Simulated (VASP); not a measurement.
Here is a VASP 6.6.1 calculation.

Contents of INCAR:

```
PREC     = Accurate       # precision mode
ENCUT    = 520            # plane-wave cutoff, eV
EDIFF    = 1E-6           # SCF threshold, eV
ISMEAR   = -1             # smearing method
SIGMA    = 0.1            # smearing width, eV
LREAL    = F              # projectors in reciprocal space
LASPH    = T              # aspherical terms in the spheres
NELM     = 120            # most SCF steps
ALGO     = Normal         # electronic algorithm
ISIF     = 2              # what is computed and relaxed
LWAVE    = F              # write WAVECAR
LCHARG   = T              # write CHGCAR
GGA      = PE             # functional
LELF     = T              # ELF
LVHAR    = T            
NBANDS   = 24             # bands
GGA_COMPAT= F
```

File KPOINTS:

```
Automatic mesh
0
Gamma
  5 5 3
```

Contents of POSCAR:

```
TaN
1.0
    3.1985350000      0.0000000000      0.0000000000
   -1.5992680000      2.7700130000      0.0000000000
    0.0000000000      0.0000000000      5.1805760000
Ta N
2 2
Direct
    0.3245827856      0.6610795689      0.0128354453
    0.6566808206      0.3179833452      0.4919474205
    0.3420324294      0.7060447009      0.3764347825
    0.6809659858      0.3876783250      0.8494318006
```

Potentials or basis: VASP PAW PBE potentials, release 64 (Ta_pv, N).

Command:

```bash
$ cat potpaw_PBE.64/Ta_pv/POTCAR potpaw_PBE.64/N/POTCAR > POTCAR
$ mpirun -np 1 vasp_std > vasp.out
```

Problem. Predict the largest force.

Solution. 4.452 eV/Å.

Problem. What does it give for the pressure?

Solution. 61.5 GPa.

Problem. Estimate the band gap on the k mesh.

Solution. Zero (band 16 reaches 8.44 eV, above the bottom of band 17 at 7.27 eV).

Stress tensor (GPa, compression positive):
```
43.16  0.89 -2.29
 0.89 59.64 14.83
-2.29 14.83 81.68
```

Caveat: the k points lie up to 0.45 Å⁻¹ apart; spin-orbit coupling is left out, which moves the levels of the heavy elements; forces of over 1 eV/Å act on the atoms, so gaps and moduli don't describe the material at rest.
